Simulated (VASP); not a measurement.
# H3C5 in VASP: single point with PBE+D3(BJ)

Aim: the single point of H3C5 with PBE+D3(BJ).

Everything below comes from runs of VASP 6.6.1. Logs are shortened: lines on timing, memory, paths and dates and some standing lists are left out, and cuts for length are marked.

## (1) The cell of the first run

The cell holds a slab with vacuum, 32 atoms: a = 5.049 Å, b = 5.049 Å, c = 17.136 Å, α = 90.00°, β = 90.00°, γ = 90.00°.

## (2) Single point, PBE+D3(BJ)

INCAR

```
SYSTEM = H3C5
  ALGO = Normal
  EDIFF = 1E-6
  ENCUT = 520
  GGA = PE
  ISIF = 2
  ISMEAR = -1
  IVDW = 12
  LASPH = .TRUE.
  LCHARG = .FALSE.
  LREAL = Auto
  LWAVE = .FALSE.
  NBANDS = 68
  NELM = 60
  PREC = Accurate
  SIGMA = 0.05
```

KPOINTS

```
k-points
0
G
  2 2 1
  0 0 0
```

POSCAR

```
H3C5
1.0
    5.0487420000      0.0000000000      0.0000000000
    0.0000000000      5.0487420000      0.0000000000
    0.0000000000      0.0000000000     17.1355610000
H C
12 20
Direct
    0.4277897346      0.0000000000      0.0583581711
    0.0722160095      0.0000000000      0.0583581711
    0.9277954786      0.0000000000      0.0583581711
    0.5722217535      0.0000000000      0.0583581711
    0.4277897346      0.5000057440      0.0583581711
    0.0722160095      0.5000057440      0.0583581711
    0.9277954786      0.5000057440      0.0583581711
    0.5722217535      0.5000057440      0.0583581711
    0.7367379834      0.0103590162      0.3545025459
    0.2116566860      0.4821597142      0.3520398311
    0.7530588808      0.4715630151      0.3544266803
    1.2817252298      1.0157975987      0.3605717957
    0.2500028720      0.0000000000      0.0953981022
    0.7500086160      0.0000000000      0.0953981022
    0.2500028720      0.5000057440      0.0953981022
    0.7500086160      0.5000057440      0.0953981022
    0.2500028720      0.2500028720      0.1474827699
    0.7500086160      0.2500028720      0.1474827699
    0.2500028720      0.7500086160      0.1474827699
    0.7500086160      0.7500086160      0.1474827699
    0.0133696671      0.2459226477      0.1944844409
    0.5141082670      0.2561628223      0.1956457685
    0.0086358146      0.7488598150      0.2060218513
    0.5102063049      0.7512366447      0.2040843600
    0.0041396451      0.0213914674      0.2532978057
    0.4988569430      0.0229760206      0.2494053156
    0.0139836815      0.4755442049      0.2474444811
    0.5046207550      0.4911124395      0.2539805963
    0.2568164505      0.0999853033      0.3014899833
    0.7535936675      0.1021442569      0.2956366588
    0.2456255439      0.4113301888      0.2978250902
    0.7591792173      0.4000006338      0.2973640606
```

Potentials or basis: VASP PAW PBE potentials, release 64 (H, C).

Started as:

```
$ cat potpaw_PBE.64/H/POTCAR potpaw_PBE.64/C/POTCAR > POTCAR
$ mpirun -np 1 vasp_std > vasp.out
```

OUTCAR:

```text
SYSTEM = H3C5
   EDIFF = 1E-6
   ENCUT = 520
   GGA = PE
   ISIF = 2
   ISMEAR = -1
   IVDW = 12
   LASPH = .TRUE.
   LREAL = Auto
   NELM = 60
   PREC = Accurate
 IVDW          = 12

 ion  position               nearest neighbor table
   1  0.428  0.000  0.058-   4 0.73  13 1.10
   2  0.072  0.000  0.058-   3 0.73  13 1.10
   3  0.928  0.000  0.058-   2 0.73  14 1.10
   4  0.572  0.000  0.058-   1 0.73  14 1.10
   5  0.428  0.500  0.058-   8 0.73  15 1.10
   6  0.072  0.500  0.058-   7 0.73  15 1.10
   7  0.928  0.500  0.058-   6 0.73  16 1.10
   8  0.572  0.500  0.058-   5 0.73  16 1.10
   9  0.737  0.010  0.355-  30 1.11
  10  0.212  0.482  0.352-  31 1.01
  11  0.753  0.472  0.354-  32 1.04
  12  0.282  0.016  0.361-  29 1.11
  13  0.250  0.000  0.095-   2 1.10   1 1.10  19 1.55  17 1.55
  14  0.750  0.000  0.095-   4 1.10   3 1.10  20 1.55  18 1.55
  15  0.250  0.500  0.095-   6 1.10   5 1.10  17 1.55  19 1.55
  16  0.750  0.500  0.095-   8 1.10   7 1.10  18 1.55  20 1.55
  17  0.250  0.250  0.147-  21 1.44  15 1.55  13 1.55  22 1.57
  18  0.750  0.250  0.147-  22 1.45  16 1.55  14 1.55  21 1.55
[... 12 lines left out ...]
  31  0.246  0.411  0.298-  10 1.01  27 1.49  28 1.56  29 1.57
  32  0.759  0.400  0.297-  11 1.04  30 1.50  28 1.55  27 1.59

  LATTYP: Found a simple tetragonal cell.
 ALAT       =     5.0487420000
 C/A-ratio  =     3.3940258781

  Lattice vectors:

 A1 = (   5.0487420000,   0.0000000000,   0.0000000000)
 A2 = (   0.0000000000,   5.0487420000,   0.0000000000)
 A3 = (   0.0000000000,   0.0000000000,  17.1355610000)

Analysis of symmetry for initial positions (statically):
=====================================================================
 Subroutine PRICEL returns:
 Original cell was already a primitive cell.

 Routine SETGRP: Setting up the symmetry group for a
 simple tetragonal supercell.

 Subroutine GETGRP returns: Found  1 space group operations
 (whereof  1 operations were pure point group operations)
 out of a pool of 16 trial point group operations.

The static configuration has the point symmetry C_1 .

Analysis of symmetry for dynamics (positions and initial velocities):
=====================================================================
 Subroutine PRICEL returns:
 Original cell was already a primitive cell.

 Routine SETGRP: Setting up the symmetry group for a
 simple tetragonal supercell.

 Subroutine GETGRP returns: Found  1 space group operations
 (whereof  1 operations were pure point group operations)
 out of a pool of 16 trial point group operations.

The dynamic configuration has the point symmetry C_1 .

 Subroutine INISYM returns: Found  1 space group operations
 (whereof  1 operations are pure point group operations),
 and found     1 'primitive' translations

----------------------------------------------------------------------------------------

                                     Primitive cell

  volume of cell :     436.7820

  direct lattice vectors                    reciprocal lattice vectors
     5.048742000  0.000000000  0.000000000     0.198069143  0.000000000  0.000000000
     0.000000000  5.048742000  0.000000000     0.000000000  0.198069143  0.000000000
     0.000000000  0.000000000 17.135561000     0.000000000  0.000000000  0.058358171

  length of vectors
     5.048742000  5.048742000 17.135561000     0.198069143  0.198069143  0.058358171

  position of ions in fractional coordinates (direct lattice)
     0.427789735  0.000000000  0.058358171
     0.072216010  0.000000000  0.058358171
     0.927795479  0.000000000  0.058358171
     0.572221754  0.000000000  0.058358171
     0.427789735  0.500005744  0.058358171
     0.072216010  0.500005744  0.058358171
[... 24 lines left out ...]
     0.245625544  0.411330189  0.297825090
     0.759179217  0.400000634  0.297364061

  ion indices of the primitive-cell ions
   primitive index   ion index
                 1           1
                 2           2
                 3           3
                 4           4
                 5           5
                 6           6
[... 24 lines left out ...]
                31          31
                32          32

----------------------------------------------------------------------------------------

 KPOINTS: k-points

Automatic generation of k-mesh.
 Grid dimensions read from file:
 generate k-points for:    2    2    1

 Generating k-lattice:

  Cartesian coordinates                     Fractional coordinates (reciprocal lattice)
     0.099034571  0.000000000  0.000000000     0.500000000  0.000000000  0.000000000
     0.000000000  0.099034571  0.000000000     0.000000000  0.500000000  0.000000000
     0.000000000  0.000000000  0.058358171     0.000000000  0.000000000  1.000000000

  Length of vectors
     0.099034571  0.099034571  0.058358171

  Shift w.r.t. Gamma in fractional coordinates (k-lattice)
     0.000000000  0.000000000  0.000000000

 Subroutine IBZKPT returns following result:
 ===========================================

 Found      4 irreducible k-points:

 Following reciprocal coordinates:
            Coordinates               Weight
  0.000000  0.000000  0.000000      1.000000
  0.500000  0.000000  0.000000      1.000000
  0.000000  0.500000  0.000000      1.000000
  0.500000  0.500000  0.000000      1.000000
   k-points           NKPTS =      4   k-points in BZ     NKDIM =      4   number of bands    NBANDS=     68
   number of dos      NEDOS =    301   number of ions     NIONS =     32
   total plane-waves  NPLWV = 204800
   dimension x,y,z NGX =    40 NGY =   40 NGZ =  128
   dimension x,y,z NGXF=    80 NGYF=   80 NGZF=  256
   ions per type =              12  20
   NGX,Y,Z   is equivalent  to a cutoff of  13.17, 13.17, 12.42 a.u.
   NGXF,Y,Z  is equivalent  to a cutoff of  26.34, 26.34, 24.84 a.u.
 SYSTEM =  H3C5
   PREC   = accura    normal or accurate (medium, high low for compatibility)
   ISTART =      0    job   : 0-new  1-cont  2-samecut
   ICHARG =      2    charge: 1-file 2-atom 10-const
   ISPIN  =      1    spin polarized calculation?
   LNONCOLLINEAR =      F non collinear calculations
   LSORBIT =      F    spin-orbit coupling
   LASPH  =      T    aspherical Exc in radial PAW
   ENCUT  =  520.0 eV  38.22 Ry    6.18 a.u.   9.39  9.39 31.86*2*pi/ulx,y,z
   NELM   =     60;   NELMIN=  2; NELMDL= -5     # of ELM steps
   EDIFF  = 0.1E-05   stopping-criterion for ELM
   LREAL  =      T    real-space projection
   EDIFFG = 0.1E-04   stopping-criterion for IOM
   NSW    =      0    number of steps for IOM
   IBRION =     -1    ionic relax: 0-MD 1-quasi-New 2-CG
   NFREE  =      0    steps in history (QN), initial steepest desc. (CG)
   ISIF   =      2    stress and relaxation
   ISYM   =      2    0-nonsym 1-usesym 2-fastsym
   POTIM  = 0.5000    time-step for ionic-motion
   TEBEG  =    0.0;   TEEND  =   0.0 temperature during run
   PSTRESS=    0.0 pullay stress
   NELECT =      92.0000    total number of electrons
   NUPDOWN=      -1.0000    fix difference up-down
   EMIN   =  10.00;   EMAX   =-10.00  energy-range for DOS
   EFERMI =   0.00;   METHOD = LEGACY
   ISMEAR =    -1;   SIGMA  =   0.05  broadening in eV -4-tet -1-fermi 0-gaus
   EFERMI_NEDOS =   21; number of points for ismear=-14 and -15
   IALGO  =     38    algorithm
   IMIX   =      4    mixing-type and parameters
     AMIX     =   0.40;   BMIX     =  1.00
     AMIX_MAG =   1.60;   BMIX_MAG =  1.00
  volume/ion in A,a.u.               =      13.65        92.11
  Fermi-wavevector in a.u.,A,eV,Ry     =   0.974053  1.840693 12.908923  0.948779
  Thomas-Fermi vector in A             =   2.104482
   LORBIT       =      0    0 simple, 1 ext, 2 COOP (PROOUT), +10 PAW based schemes
   GGA     = PE    functional components
   LHFCALC =     F    Hartree Fock is set to
   AEXX    =    0.0000 exact exchange contribution
   IVDW    =    12    specifies the selected vdW correction
   LEPSILON=     F    determine dielectric tensor
   LRPA    =     F    only Hartree local field effects (RPA)
 non-spin polarized calculation
  energy-cutoff  :      520.00
  volume of cell :      436.78
 maximum number of plane-waves:     11780
 NGX is ok and might be reduce to    40
   NGX = 19   NGY = 19   NGZ = 63

 number of electron      92.0000004 magnetization

 Free energy of the ion-electron system (eV)
  ---------------------------------------------------
  ext. energy  EPLUGINS =         0.00000000
  ---------------------------------------------------
  free energy    TOTEN  =      -209.10063483 eV

  energy without entropy =     -209.10063480  energy(sigma->0) =     -209.10063481

 E-fermi :   2.0130     XC(G=0):  -5.0799

 val. band max:        1.1561787740   @ k =   0.0000   0.5000   0.0000
 cond. band min:       2.8656279165   @ k =   0.0000   0.0000   0.0000
 fundamental gap:      1.7094491426
 Fermi energy:         2.0129996794

 k-point     1 :       0.0000    0.0000    0.0000
  band No.  band energies     occupation
      1     -20.3011      2.00000
      2     -18.0322      2.00000
      3     -16.2119      2.00000
      4     -15.6153      2.00000
      5     -15.5030      2.00000
      6     -15.4566      2.00000
[... 50 lines left out ...]
     57       6.3401      0.00000
     58       6.7246      0.00000

 k-point     2 :       0.5000    0.0000    0.0000
  band No.  band energies     occupation
      1     -19.2558      2.00000
      2     -19.0684      2.00000
      3     -16.9542      2.00000
      4     -16.8431      2.00000
      5     -14.4895      2.00000
      6     -14.4767      2.00000
[... 50 lines left out ...]
     57       6.5096      0.00000
     58       6.5649      0.00000

 k-point     3 :       0.0000    0.5000    0.0000
  band No.  band energies     occupation
      1     -19.8186      2.00000
      2     -18.2577      2.00000
      3     -17.3083      2.00000
      4     -15.9012      2.00000
      5     -15.7162      2.00000
      6     -15.0268      2.00000
[... 50 lines left out ...]
     57       6.4623      0.00000
     58       6.7432      0.00000

 k-point     4 :       0.5000    0.5000    0.0000
  band No.  band energies     occupation
      1     -18.8184      2.00000
      2     -18.5532      2.00000
      3     -17.1399      2.00000
      4     -17.1096      2.00000
      5     -16.2484      2.00000
      6     -16.1384      2.00000
[... 50 lines left out ...]
     57       6.4681      0.00000
     58       6.4812      0.00000
 [bands above 58 left out]

------------------------ aborting loop because EDIFF is reached ----------------------------------------

 Edisp (eV)   -3.34700

 E8    (eV) :    -0.9508

  FORCE on cell =-STRESS in cart. coord.  units (eV):
  Direction    XX          YY          ZZ          XY          YZ          ZX
  --------------------------------------------------------------------------------------
  -------------------------------------------------------------------------------------
  Total      71.39450    -3.08057     3.88470     0.12152     1.75471    -1.21918
  in kB     261.88502   -11.29996    14.24962     0.44574     6.43653    -4.47212
  external pressure =       88.28 kB  Pullay stress =        0.00 kB

 VOLUME and BASIS-vectors are now :
 -----------------------------------------------------------------------------
  energy-cutoff  :      520.00
  volume of cell :      436.78
      direct lattice vectors                 reciprocal lattice vectors
     5.048742000  0.000000000  0.000000000     0.198069143  0.000000000  0.000000000
     0.000000000  5.048742000  0.000000000     0.000000000  0.198069143  0.000000000
     0.000000000  0.000000000 17.135561000     0.000000000  0.000000000  0.058358171

 POSITION                                       TOTAL-FORCE (eV/Angst)
 -----------------------------------------------------------------------------------
      2.15980      0.00000      1.00000        -8.974398     -0.066893      0.060359
      0.36460      0.00000      1.00000         8.941049     -0.036055      0.112036
      4.68420      0.00000      1.00000        -8.945909     -0.011026      0.121745
      2.88900      0.00000      1.00000         8.896724     -0.077360      0.094334
      2.15980      2.52440      1.00000        -8.971657      0.034305      0.111661
      0.36460      2.52440      1.00000         8.942497      0.075804      0.055427
[... 24 lines left out ...]
      1.24010      2.07670      5.10340         2.161989     -0.745398     -2.157170
      3.83290      2.01950      5.09550        -0.291626      1.764113     -1.438808
 -----------------------------------------------------------------------------------
    total drift:                               -0.009100      0.005121     -0.015199

  FREE ENERGIE OF THE ION-ELECTRON SYSTEM (eV)
  ---------------------------------------------------
  free  energy   TOTEN  =      -212.4476334213 eV

  energy  without entropy=     -212.4476333849  energy(sigma->0) =     -212.44763340
```

It took 4.1 min on 1 thread of Intel Xeon Platinum 8488C (Sapphire Rapids), shared host; peak memory 0.49 GiB.

Results:

| Quantity | Value |
| --- | --- |
| Free energy | -212.4476 eV |
| Largest force | 8.975 eV/Å |
| Band gap on the k mesh | 1.71 eV |
| Dispersion energy per atom | -0.105 eV |

Forces on the atoms (eV/Å):
```
H   -8.974 -0.067  0.060
H    8.941 -0.036  0.112
H   -8.946 -0.011  0.122
H    8.897 -0.077  0.094
H   -8.972  0.034  0.112
H    8.942  0.076  0.055
H   -8.937  0.059  0.088
H    8.902  0.040  0.126
H    0.328  0.192 -0.137
H    0.070  1.669  3.307
H    0.474  0.973  1.927
H   -0.409  0.065 -0.152
C    0.196 -0.185  1.026
C   -0.117 -0.174  1.101
C   -0.201  0.174  1.007
C    0.141  0.165  1.069
C    2.396  0.019 -3.857
C    2.014  0.030 -3.454
C    0.698  0.079  0.682
C    0.848  0.054  0.796
C   -2.161  0.001 -0.356
C   -3.602 -0.076 -0.299
C   -0.532  0.142 -1.650
C   -1.465  0.538 -0.346
C    0.720 -1.243 -0.040
C    1.326  0.055  0.997
C   -2.068  1.330  1.834
C    0.412 -0.896 -0.790
C   -0.091 -1.168 -1.206
C   -0.701 -2.783  1.367
C    2.162 -0.745 -2.157
C   -0.292  1.764 -1.439
```

Levels at points of the mesh, in eV from the valence-band top:
```tsv
k point	band 44	band 45	band 46	band 47	band 48	band 49
(0.00, 0.00, 0.00)	-2.38	-0.62	-0.11	1.71	1.92	3.21
(0.50, 0.00, 0.00)	-2.39	-2.27	-2.23	2.87	2.98	3.05
(0.00, 0.50, 0.00)	-2.23	-0.34	0.00	2.81	2.81	3.11
(0.50, 0.50, 0.00)	-3.01	-2.68	-2.53	3.80	3.85	3.92
```

Caveat: the k points lie up to 0.62 Å⁻¹ apart.
